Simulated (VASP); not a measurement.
# SiGe (P6_3mc) in VASP: a series of runs, part 3 of 3

VASP 6.6.1.

**5. Relaxation of cell and atoms, LDA**

This run uses another cell than the first one, of 21.29 Å³/atom.

Contents of INCAR:

```
SYSTEM = SiGe
ALGO = Normal
EDIFF = 1E-6
EDIFFG = -0.005
ENCUT = 600
GGA = CA
IBRION = 2
ISIF = 3
ISMEAR = 0
LASPH = .TRUE.
LCHARG = .FALSE.
LREAL = .FALSE.
LWAVE = .FALSE.
NELM = 80
NSW = 100
PREC = Accurate
SIGMA = 0.02
```

Contents of KPOINTS:

```
k-points
0
G
  12 12 6
  0 0 0
```

Contents of POSCAR:

```
SiGe
1.0
    3.9044512986      0.0000000000      0.0000000000
   -1.9522256493      3.3813540124      0.0000000000
    0.0000000000      0.0000000000      6.4507830000
Si Ge
2 2
Direct
    0.6666666700      0.3333333300      0.8746070000
    0.3333333300      0.6666666700      0.3746070000
    0.6666666700      0.3333333300      0.5003920000
    0.3333333300      0.6666666700      0.0003920000
```

Potentials or basis: VASP PAW LDA potentials, release 64 (Si, Ge_d).

Command:

```console
$ cat potpaw_LDA.64/Si/POTCAR potpaw_LDA.64/Ge_d/POTCAR > POTCAR
$ mpirun -np 1 vasp_std > vasp.out
```

OUTCAR:

```text
SYSTEM = SiGe
   EDIFF = 1E-6
   EDIFFG = -0.005
   ENCUT = 600
   GGA = CA
   IBRION = 2
   ISIF = 3
   ISMEAR = 0
   LASPH = .TRUE.
   LREAL = .FALSE.
   NELM = 80
   NSW = 100
   PREC = Accurate

 ion  position               nearest neighbor table
   1  0.667  0.333  0.875-   4 2.40   4 2.40   4 2.40   3 2.41
   2  0.333  0.667  0.375-   3 2.40   3 2.40   3 2.40   4 2.41
   3  0.667  0.333  0.500-   2 2.40   2 2.40   2 2.40   1 2.41
   4  0.333  0.667  0.000-   1 2.40   1 2.40   1 2.40   2 2.41

  LATTYP: Found a hexagonal cell.
 ALAT       =     3.9044512986
 C/A-ratio  =     1.6521612146

  Lattice vectors:

 A1 = (   3.9044512986,   0.0000000000,   0.0000000000)
 A2 = (  -1.9522256493,   3.3813540124,   0.0000000000)
 A3 = (   0.0000000000,   0.0000000000,   6.4507830000)

Analysis of symmetry for initial positions (statically):
=====================================================================
 Subroutine PRICEL returns:
 Original cell was already a primitive cell.

 Routine SETGRP: Setting up the symmetry group for a
 hexagonal supercell.

 Subroutine GETGRP returns: Found 12 space group operations
 (whereof  6 operations were pure point group operations)
 out of a pool of 24 trial point group operations.

The static configuration has the point symmetry C_3v.
 The point group associated with its full space group is C_6v.

Analysis of symmetry for dynamics (positions and initial velocities):
=====================================================================
 Subroutine PRICEL returns:
 Original cell was already a primitive cell.

 Routine SETGRP: Setting up the symmetry group for a
 hexagonal supercell.

 Subroutine GETGRP returns: Found 12 space group operations
 (whereof  6 operations were pure point group operations)
 out of a pool of 24 trial point group operations.

The dynamic configuration has the point symmetry C_3v.
 The point group associated with its full space group is C_6v.

 Subroutine INISYM returns: Found 12 space group operations
 (whereof  6 operations are pure point group operations),
 and found     1 'primitive' translations

[... 116 lines left out ...]
   IMIX   =      4    mixing-type and parameters
     AMIX     =   0.40;   BMIX     =  1.00
     AMIX_MAG =   1.60;   BMIX_MAG =  1.00
  volume/ion in A,a.u.               =      21.29       143.68
  Fermi-wavevector in a.u.,A,eV,Ry     =   1.228631  2.321775 20.538443  1.509533
  Thomas-Fermi vector in A             =   2.363549
   LORBIT       =      0    0 simple, 1 ext, 2 COOP (PROOUT), +10 PAW based schemes
   GGA     = CA    functional components
   LHFCALC =     F    Hartree Fock is set to
   AEXX    =    0.0000 exact exchange contribution
   IVDW    =     0    specifies the selected vdW correction
   LEPSILON=     F    determine dielectric tensor
   LRPA    =     F    only Hartree local field effects (RPA)
 conjugate gradient relaxation of ions
 non-spin polarized calculation
 Gauss-broadening in eV      SIGMA  =   0.02
  energy-cutoff  :      600.00
  volume of cell :       85.17
 maximum number of plane-waves:      2864
 NGX is ok and might be reduce to    32
   NGX = 15   NGY = 15   NGZ = 25

--------------------------------------- Ionic step        1  -------------------------------------------

 number of electron      36.0000003 magnetization

 Free energy of the ion-electron system (eV)
  ---------------------------------------------------
  ext. energy  EPLUGINS =         0.00000000
  ---------------------------------------------------
  free energy    TOTEN  =       -22.20581634 eV

  energy without entropy =      -22.20581634  energy(sigma->0) =      -22.20581634

 E-fermi :   5.6029     XC(G=0):  -9.9753

 val. band max:        5.4364357415   @ k =   0.0000   0.0000   0.0000
 cond. band min:       5.7985921272   @ k =   0.5000  -0.0000   0.0000
 fundamental gap:      0.3621563856
 Fermi energy:         5.6029336821

 k-point     1 :       0.0000    0.0000    0.0000
  band No.  band energies     occupation
      1     -19.2519      2.00000
      2     -19.2519      2.00000
      3     -19.2488      2.00000
      4     -19.2488      2.00000
      5     -19.2460      2.00000
      6     -19.2460      2.00000
[... 698 lines left out ...]
  FREE ENERGIE OF THE ION-ELECTRON SYSTEM (eV)
  ---------------------------------------------------
  free  energy   TOTEN  =       -22.2194126456 eV

  energy  without entropy=      -22.2194126456  energy(sigma->0) =      -22.21941265

[... ionic steps 4 to 7 ...]

--------------------------------------- Ionic step        8  -------------------------------------------

 number of electron      35.9999989 magnetization

------------------------ aborting loop because EDIFF is reached ----------------------------------------
[... 71 lines left out ...]
--------------------------------------- Ionic step       10  -------------------------------------------

 number of electron      35.9999989 magnetization

 Free energy of the ion-electron system (eV)
  ---------------------------------------------------
  ext. energy  EPLUGINS =         0.00000000
  ---------------------------------------------------
  free energy    TOTEN  =       -22.21942555 eV

  energy without entropy =      -22.21942555  energy(sigma->0) =      -22.21942555

 E-fermi :   5.8245     XC(G=0): -10.0829

 val. band max:        5.7027200506   @ k =   0.0000   0.0000   0.0000
 cond. band min:       6.0247809308   @ k =   0.5000  -0.0000   0.0000
 fundamental gap:      0.3220608803
 Fermi energy:         5.8244577410

 k-point     1 :       0.0000    0.0000    0.0000
  band No.  band energies     occupation
      1     -19.0160      2.00000
      2     -19.0160      2.00000
      3     -19.0125      2.00000
      4     -19.0125      2.00000
      5     -19.0095      2.00000
      6     -19.0095      2.00000
[... 622 lines left out ...]
  FREE ENERGIE OF THE ION-ELECTRON SYSTEM (eV)
  ---------------------------------------------------
  free  energy   TOTEN  =       -22.2194255474 eV

  energy  without entropy=      -22.2194255474  energy(sigma->0) =      -22.21942555

 reached required accuracy - stopping structural energy minimisation
```

CONTCAR:

```text
SiGe
   1.00000000000000
     3.8716591171166277   -0.0000000000000000   -0.0000000000000000
    -1.9358295585583138    3.3529551501905623    0.0000000000000000
     0.0000000000000000    0.0000000000000000    6.3977290372202873
  Si              Ge
     2     2
Direct
     0.6666666699999979    0.3333333300000021    0.8745179496122323
     0.3333333300000021    0.6666666699999979    0.3745179496122324
     0.6666666699999979    0.3333333300000021    0.5004810503877631
     0.3333333300000021    0.6666666699999979    0.0004810503877630

  0.00000000E+00  0.00000000E+00  0.00000000E+00
  0.00000000E+00  0.00000000E+00  0.00000000E+00
  0.00000000E+00  0.00000000E+00  0.00000000E+00
  0.00000000E+00  0.00000000E+00  0.00000000E+00
```

It took 6.4 min on 1 thread of Intel Xeon Platinum 8375C at 2.90GHz (Ice Lake), shared host; peak memory 0.29 GiB.

Results:

```yaml
Free_energy: -22.2194 eV
Relaxed_volume: 20.76 Å³/atom
Relaxed_cell: a = 3.872 Å, b = 3.872 Å, c = 6.398 Å, α = 90.00°, β = 90.00°, γ = 120.00°
Space_group_after_relaxing_to_0.1_Å: P6_3mc (No. 186)
Energy_gained_by_relaxing: 3.4 meV/atom
Ionic_steps: 10
Pressure_after_relaxing: 0.0 GPa
Band_gap_on_the_k_mesh: 0.32 eV (least direct gap 0.44 eV)
```

The path:
```
step  energy change (eV)  largest force (eV/Å)  pressure (GPa)  volume (Å³)
   1              0.0000                0.0035           -2.01        85.17
   2             -0.0094                0.0142            1.13        81.92
   3             -0.0136                0.0107            0.02        83.05
   4             -0.0136                0.0104           -0.06        83.10
   5             -0.0136                0.0010           -0.02        83.09
   6             -0.0136                0.0010           -0.05        83.09
   7             -0.0136                0.0029            0.06        83.04
   8             -0.0136                0.0016           -0.04        83.05
   9             -0.0136                0.0022            0.06        83.05
  10             -0.0136                0.0018            0.02        83.05
```

Final structure:
```
Si Ge
1.0
     3.87166    0.00000    0.00000
    -1.93583    3.35296    0.00000
     0.00000    0.00000    6.39773
Si Ge
2 2
Cartesian
  1.9358 1.1177 5.5949
  0.0000 2.2353 2.3961
  1.9358 1.1177 3.2019
  0.0000 2.2353 0.0031
```

**6. Summary**

```tsv
task	cell	cutoff (eV)	smearing	gap on the mesh (eV)	pressure (GPa)
single point	a = 3.869, b = 3.869, c = 6.395 Å, angles 90.0, 90.0, 120.0°, 4 atoms	520	gaussian 0.02 eV	0.32	0.1
single point	a = 3.869, b = 3.869, c = 6.395 Å, angles 90.0, 90.0, 120.0°, 4 atoms	520	gaussian 0.03 eV	0.32	0.1
relaxation of cell and atoms	relaxed from a = 3.904, b = 3.904, c = 6.451 Å, angles 90.0, 90.0, 120.0°, 4 atoms	600	gaussian 0.02 eV	0.32	0.0
```

Alike in all rows: level LDA; potentials or basis VASP PAW LDA potentials, release 64 (Si, Ge_d); no spin polarisation; k mesh 12 × 12 × 6.

Absolute energies hang on the potentials; compare differences alone.
